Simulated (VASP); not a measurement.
VCd: single point with PBE

VCd:

```
V Cd
1.0
     2.75154    0.00000    0.00000
     0.00000    2.75154    0.00000
     0.00000    0.00000    4.44030
V Cd
1 1
Direct
  0.00000 0.00000 0.00000
  0.50000 0.50000 0.50000
```

```
Program                : VASP 6.6.1
Task                   : single point
Functional             : PBE
Potentials or basis    : VASP PAW PBE potentials, release 64 (V_sv, Cd)
Cutoff                 : 520 eV
k mesh                 : 14 × 14 × 10
Occupations            : gaussian, width 0.1 eV
Spin                   : no spin polarisation
Dipole correction      : no
Further INCAR settings : ALGO = Normal; EDIFF = 1e-07; NBANDS = 20
```

* Pressure: 0.7 GPa

Stress tensor (GPa, compression positive):
```
0.72 0.00 0.00
0.00 0.72 0.00
0.00 0.00 0.56
```

Levels at points of the mesh, in eV from the Fermi level:
| k point | band 11 | band 12 | band 13 | band 14 | band 15 | band 16 |
| --- | --- | --- | --- | --- | --- | --- |
| (0.00, 0.00, 0.00) | -1.48 | -1.15 | -0.46 | 1.54 | 1.54 | 2.31 |
| (0.50, 0.00, 0.00) | -2.08 | -1.68 | -0.80 | 1.08 | 1.61 | 3.31 |
| (0.50, 0.50, 0.00) | 0.15 | 0.15 | 0.97 | 1.55 | 1.55 | 3.06 |
| (0.00, 0.00, 0.50) | -5.10 | -1.22 | -0.43 | 1.30 | 1.30 | 2.30 |
| (0.50, 0.00, 0.50) | -1.75 | -0.98 | -0.42 | 1.05 | 1.18 | 1.67 |
| (0.50, 0.50, 0.50) | -1.33 | -1.33 | 1.00 | 3.06 | 5.26 | 5.26 |

Run time: 82 s on 1 thread of Intel(R) Xeon(R) Platinum 8488C (Sapphire Rapids) (shared host), peak memory 0.25 GiB.
